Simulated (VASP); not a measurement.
# ZnInGaO4 (R3m) in VASP: single point with PBE

Aim: the single point of ZnInGaO4 with PBE.

All numbers are computed with VASP 6.6.1; they aren't measurements. Logs are shortened: lines on timing, memory, paths and dates and some standing lists are left out, and cuts for length are marked.

## 1. The cell of the first run

It takes space group R3m (No. 160, trigonal). The conventional cell has a = 3.361 Å, b = 3.361 Å, c = 26.140 Å, α = 90.00°, β = 90.00°, γ = 120.00°. Within 2.7 Å of Zn (site symmetry 3m) lie 5 O at 2.01 to 2.53 Å. Within 2.9 Å of In (site symmetry 3m) lie 6 O at 2.20 to 2.24 Å. Ga (site symmetry 3m) has 5 O at 1.94 to 2.00 Å within 2.6 Å. Within 2.7 Å of O (site symmetry 3m) lie 1 Zn at 2.01 Å and 3 In at 2.24 Å. O (site symmetry 3m) has 1 Ga at 1.98 Å and 3 In at 2.20 Å within 2.6 Å. O (site symmetry 3m) has 3 Ga at 1.94 Å and 1 Zn at 2.53 Å within 2.6 Å. Within 2.8 Å of O (site symmetry 3m) lie 1 Ga at 2.00 Å and 3 Zn at 2.02 Å and 3 O at 2.76 Å.

## 2. Single point, PBE (atom 2 (In) moved +0.050 Å along Cartesian [0 0 1])

File INCAR:

```
SYSTEM = ZnInGaO4
  PREC = Accurate
  ENCUT = 520
  EDIFF = 1E-6
  ISMEAR = 0
  SIGMA = 0.05
  LREAL = .FALSE.
  LASPH = .TRUE.
  NELM = 100
  ALGO = Normal
  ISIF = 2
  LWAVE = .FALSE.
  LCHARG = .FALSE.
  GGA = PE
  NBANDS = 40
```

File KPOINTS:

```
Automatic mesh
0
G
  12 12 12
  0 0 0
```

File POSCAR:

```
ZnInGaO4
1.0
    1.6803268679      0.9701371695      8.7134054620
   -1.6803268679      0.9701371695      8.7134054620
    0.0000000000     -1.9402743390      8.7134054620
Zn In Ga O
1 1 1 4
Direct
    0.2183820000      0.2183820000      0.2183820000
    0.0046807615      0.0046807615      0.0046807615
    0.7870340000      0.7870340000      0.7870340000
    0.2951430000      0.2951430000      0.2951430000
    0.7113580000      0.7113580000      0.7113580000
    0.1217170000      0.1217170000      0.1217170000
    0.8635990000      0.8635990000      0.8635990000
```

Potentials or basis: VASP PAW PBE potentials, release 64 (Zn, In_d, Ga_d, O).

Run with:

```sh
$ cat potpaw_PBE.64/Zn/POTCAR potpaw_PBE.64/In_d/POTCAR potpaw_PBE.64/Ga_d/POTCAR potpaw_PBE.64/O/POTCAR > POTCAR
$ mpirun -np 1 vasp_std > vasp.out
```

OUTCAR:

```text
SYSTEM = ZnInGaO4
   PREC = Accurate
   ENCUT = 520
   EDIFF = 1E-6
   ISMEAR = 0
   LREAL = .FALSE.
   LASPH = .TRUE.
   NELM = 100
   ISIF = 2
   GGA = PE

 ion  position               nearest neighbor table
   1  0.218  0.218  0.218-   4 2.01   7 2.02   7 2.02   7 2.02
   2  0.005  0.005  0.005-   5 2.20   5 2.20   5 2.20   4 2.24   4 2.24   4 2.24
   3  0.787  0.787  0.787-   6 1.94   6 1.94   6 1.94   5 1.98   7 2.00
   4  0.295  0.295  0.295-   1 2.01   2 2.24   2 2.24   2 2.24
   5  0.711  0.711  0.711-   3 1.98   2 2.20   2 2.20   2 2.20
   6  0.122  0.122  0.122-   3 1.94   3 1.94   3 1.94
   7  0.864  0.864  0.864-   3 2.00   1 2.02   1 2.02   1 2.02

  LATTYP: Found a trigonal (rhomboedric) cell.
 ALAT       =     8.9268191007
 COS(alpha) =     0.9291362598

  Lattice vectors:

 A1 = (   1.6803268679,   0.9701371695,   8.7134054620)
 A2 = (  -1.6803268679,   0.9701371695,   8.7134054620)
 A3 = (   0.0000000000,  -1.9402743390,   8.7134054620)

Analysis of symmetry for initial positions (statically):
=====================================================================
 Subroutine PRICEL returns:
 Original cell was already a primitive cell.

 Routine SETGRP: Setting up the symmetry group for a
 trigonal (rhombohedral) supercell.

 Subroutine GETGRP returns: Found  6 space group operations
 (whereof  6 operations were pure point group operations)
 out of a pool of 12 trial point group operations.

The static configuration has the point symmetry C_3v.

Analysis of symmetry for dynamics (positions and initial velocities):
=====================================================================
 Subroutine PRICEL returns:
 Original cell was already a primitive cell.

 Routine SETGRP: Setting up the symmetry group for a
 trigonal (rhombohedral) supercell.

 Subroutine GETGRP returns: Found  6 space group operations
 (whereof  6 operations were pure point group operations)
 out of a pool of 12 trial point group operations.

The dynamic configuration has the point symmetry C_3v.

 Subroutine INISYM returns: Found  6 space group operations
 (whereof  6 operations are pure point group operations),
 and found     1 'primitive' translations

----------------------------------------------------------------------------------------

                                     Primitive cell

  volume of cell :      85.2248

  direct lattice vectors                    reciprocal lattice vectors
[... 102 lines left out ...]
   NFREE  =      0    steps in history (QN), initial steepest desc. (CG)
   ISIF   =      2    stress and relaxation
   ISYM   =      2    0-nonsym 1-usesym 2-fastsym
   POTIM  = 0.5000    time-step for ionic-motion
   TEBEG  =    0.0;   TEEND  =   0.0 temperature during run
   PSTRESS=    0.0 pullay stress
   NELECT =      62.0000    total number of electrons
   NUPDOWN=      -1.0000    fix difference up-down
   EMIN   =  10.00;   EMAX   =-10.00  energy-range for DOS
   EFERMI =   0.00;   METHOD = LEGACY
   ISMEAR =     0;   SIGMA  =   0.05  broadening in eV -4-tet -1-fermi 0-gaus
   EFERMI_NEDOS =   21; number of points for ismear=-14 and -15
   IALGO  =     38    algorithm
   IMIX   =      4    mixing-type and parameters
     AMIX     =   0.40;   BMIX     =  1.00
     AMIX_MAG =   1.60;   BMIX_MAG =  1.00
  volume/ion in A,a.u.               =      12.17        82.16
  Fermi-wavevector in a.u.,A,eV,Ry     =   1.472369  2.782374 29.495673  2.167871
  Thomas-Fermi vector in A             =   2.587392
   LORBIT       =      0    0 simple, 1 ext, 2 COOP (PROOUT), +10 PAW based schemes
   GGA     = PE    functional components
   LHFCALC =     F    Hartree Fock is set to
   AEXX    =    0.0000 exact exchange contribution
   IVDW    =     0    specifies the selected vdW correction
   LEPSILON=     F    determine dielectric tensor
   LRPA    =     F    only Hartree local field effects (RPA)
 non-spin polarized calculation
 Gauss-broadening in eV      SIGMA  =   0.05
  energy-cutoff  :      520.00
  volume of cell :       85.22
 maximum number of plane-waves:      2312
 NGX is ok and might be reduce to    70
   NGX = 33   NGY = 33   NGZ = 33

 number of electron      62.0000003 magnetization

 Free energy of the ion-electron system (eV)
  ---------------------------------------------------
  ext. energy  EPLUGINS =         0.00000000
  ---------------------------------------------------
  free energy    TOTEN  =       -37.79385604 eV

  energy without entropy =      -37.79385604  energy(sigma->0) =      -37.79385604

 E-fermi :   3.8778     XC(G=0): -11.0065

 val. band max:        3.6209290650   @ k =   0.0000   0.0000   0.0000
 cond. band min:       4.6352307800   @ k =   0.0000   0.0000   0.0000
 fundamental gap:      1.0143017150
 Fermi energy:         3.8778039843

 k-point     1 :       0.0000    0.0000    0.0000
  band No.  band energies     occupation
      1     -15.0022      2.00000
      2     -14.0790      2.00000
      3     -13.4107      2.00000
      4     -12.9250      2.00000
      5      -9.8667      2.00000
      6      -9.8667      2.00000
[... 1021 lines left out ...]
     39      14.2596      0.00000
     40      14.5379      0.00000

 [... further k-points ...]

------------------------ aborting loop because EDIFF is reached ----------------------------------------

  FORCE on cell =-STRESS in cart. coord.  units (eV):
  Direction    XX          YY          ZZ          XY          YZ          ZX
  --------------------------------------------------------------------------------------
  -------------------------------------------------------------------------------------
  Total        0.1734275      0.1734275     -0.1252037      0.0000000     -0.0000000      0.0000000
  in kB        3.2603359      3.2603359     -2.3537579      0.0000000     -0.0000000      0.0000000
  external PRESSURE =       1.3889713 kB  Pullay stress =       0.0000000 kB

 VOLUME and BASIS-vectors are now :
 -----------------------------------------------------------------------------
  energy-cutoff  :      520.00
  volume of cell :       85.22
      direct lattice vectors                 reciprocal lattice vectors
     1.680326868  0.970137169  8.713405462     0.297561153  0.171797012  0.038255230
    -1.680326868  0.970137169  8.713405462    -0.297561153  0.171797012  0.038255230
     0.000000000 -1.940274339  8.713405462     0.000000000 -0.343594023  0.038255230

 POSITION                                       TOTAL-FORCE (eV/Angst)
 -----------------------------------------------------------------------------------
      0.00000      0.00000      5.70855         0.000000      0.000000      0.226723
      0.00000      0.00000      0.12236         0.000000     -0.000000     -0.767027
      0.00000      0.00000     20.57324         0.000000      0.000000      0.248793
      0.00000      0.00000      7.71510         0.000000      0.000000      0.338351
      0.00000      0.00000     18.59505         0.000000      0.000000      0.290875
      0.00000      0.00000      3.18171         0.000000      0.000000     -0.195297
      0.00000      0.00000     22.57466         0.000000      0.000000     -0.142417
 -----------------------------------------------------------------------------------
    total drift:                               -0.000000      0.000000      0.001680

  FREE ENERGIE OF THE ION-ELECTRON SYSTEM (eV)
  ---------------------------------------------------
  free  energy   TOTEN  =       -37.7938560372 eV

  energy  without entropy=      -37.7938560372  energy(sigma->0) =      -37.79385604
```

OSZICAR:

```text
N       E                     dE             d eps       ncg     rms          rms(c)
DAV:   1     0.729124781215E+03    0.72912E+03   -0.29150E+04 16160   0.242E+03
DAV:   2     0.852394336205E+02   -0.64389E+03   -0.60004E+03 15832   0.626E+02
DAV:   3    -0.364111499076E+02   -0.12165E+03   -0.11824E+03 16944   0.225E+02
DAV:   4    -0.440459933778E+02   -0.76348E+01   -0.75716E+01 19360   0.602E+01
DAV:   5    -0.442727892544E+02   -0.22680E+00   -0.22670E+00 19008   0.104E+01    0.168E+01
DAV:   6    -0.376163956847E+02    0.66564E+01   -0.19856E+01 27032   0.675E+01    0.995E+00
DAV:   7    -0.378567750244E+02   -0.24038E+00   -0.38424E+00 16160   0.136E+01    0.470E+00
DAV:   8    -0.378068146804E+02    0.49960E-01   -0.32526E-01 24176   0.458E+00    0.234E+00
DAV:   9    -0.377936410571E+02    0.13174E-01   -0.72102E-02 23632   0.374E+00    0.520E-01
DAV:  10    -0.377932241267E+02    0.41693E-03   -0.15962E-02 20184   0.121E+00    0.160E-01
DAV:  11    -0.377935340235E+02   -0.30990E-03   -0.41239E-03 19568   0.473E-01    0.985E-02
DAV:  12    -0.377937705446E+02   -0.23652E-03   -0.32952E-04 18480   0.247E-01    0.586E-02
DAV:  13    -0.377938574160E+02   -0.86871E-04   -0.23915E-04 18944   0.173E-01    0.220E-02
DAV:  14    -0.377938545987E+02    0.28173E-05   -0.45455E-05 21624   0.619E-02    0.907E-03
DAV:  15    -0.377938555402E+02   -0.94150E-06   -0.15415E-05 17672   0.255E-02    0.548E-03
DAV:  16    -0.377938560372E+02   -0.49705E-06   -0.11753E-06 13544   0.151E-02
   1 F= -.37793856E+02 E0= -.37793856E+02  d E =-.100019E-14
```

It took 67 min on 1 thread of Intel Xeon Platinum 8488C (Sapphire Rapids), shared host; peak memory 1.1 GiB.

What came out:

| Item | Value |
| --- | --- |
| Free energy | -37.7939 eV |
| Pressure | 0.1 GPa |
| Largest force | 0.767 eV/Å |
| Band gap on the k mesh | 1.01 eV |

Forces in eV/Å, atoms in the order of the input:
```
Zn   0.000  0.000  0.227
In   0.000  0.000 -0.767
Ga   0.000  0.000  0.249
O    0.000  0.000  0.338
O    0.000  0.000  0.291
O    0.000  0.000 -0.195
O    0.000  0.000 -0.142
```

Levels at points of the mesh, in eV from the valence-band top:
```csv
k point,band 28,band 29,band 30,band 31,band 32,band 33,band 34,band 35
"(0.00, 0.00, 0.00)",-0.71,-0.56,0.00,0.00,1.01,4.11,4.83,5.69
"(0.50, 0.00, 0.00)",-1.15,-1.14,-0.49,-0.31,5.02,5.62,6.46,7.10
"(0.50, 0.50, 0.00)",-1.28,-1.17,-0.80,-0.44,5.14,5.47,6.44,7.24
"(0.50, 0.50, 0.50)",-0.73,-0.73,0.00,0.00,2.41,2.76,5.02,6.00
```

Caveat: the cell differs from its parent crystal (atom 2 (In) moved +0.050 Å along Cartesian [0 0 1]); spin-orbit coupling is left out, which moves the levels of the heavy elements.
